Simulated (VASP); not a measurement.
A run of VASP 6.6.1:

INCAR

```
ALGO = Normal
EDIFF = 1E-6
ENCUT = 520
GGA = PS
ISIF = 2
ISMEAR = 0
ISPIN = 2
LASPH = True
LCHARG = False
LDAU = True
LDAUJ = 0 0 0
LDAUL = 2 -1 -1
LDAUPRINT = 1
LDAUTYPE = 2
LDAUU = 5 0 0
LMAXMIX = 4
LORBIT = 11
LREAL = Auto
LUSENCCL = False
LWAVE = False
MAGMOM = 1 0 0 0 0 0 0 0 0 0 0 0 0 0 0 0
NBANDS = 90
NELM = 150
PREC = Accurate
SIGMA = 0.05
```

File KPOINTS:

```
k-points
0
Gamma
  3 3 3
```

The input POSCAR:

```
CuHg7Te8
1.0
    0.0000000000      6.4530000000      6.4530000000
    6.4530000000      0.0000000000      6.4530000000
    6.4530000000      6.4530000000      0.0000000000
Cu Hg Te
1 7 8
Direct
    1.0000000000      1.0000000000      0.0000000000
    0.0071346836      0.0071346836      0.4928653164
    0.0071346836      0.4928653164      0.0071346836
    0.0071346836      0.4928653164      0.4928653164
    0.4928653164      0.0071346836      0.0071346836
    0.4928653164      0.0071346836      0.4928653164
    0.4928653164      0.4928653164      0.0071346836
    0.5000000000      0.5000000000      0.5000000000
    0.1166602840      0.1166602840      0.1166602840
    0.1166602840      0.1166602840      0.6500191480
    0.1166602840      0.6500191480      0.1166602840
    0.1225438790      0.6258187070      0.6258187070
    0.6500191480      0.1166602840      0.1166602840
    0.6258187070      0.1225438790      0.6258187070
    0.6258187070      0.6258187070      0.1225438790
    0.6258187070      0.6258187070      0.6258187070
```

Potentials or basis: VASP PAW PBE potentials, release 64 (Cu, Hg, Te).

Command:

```bash
$ cat potpaw_PBE.64/Cu/POTCAR potpaw_PBE.64/Hg/POTCAR potpaw_PBE.64/Te/POTCAR > POTCAR
$ mpirun -np 1 vasp_std > vasp.out
```

Hardware: 1 × NVIDIA H100 80GB with 1 thread of AMD EPYC 7R13 Processor (Zen 3) (shared host).

Estimate the wall time of this run.

Wall time 70 s on 1 × NVIDIA H100 80GB with 1 thread of AMD EPYC 7R13 Processor (Zen 3), on a shared host, peak memory 1.8 GiB. Counts: scf iterations 15, k points 4.
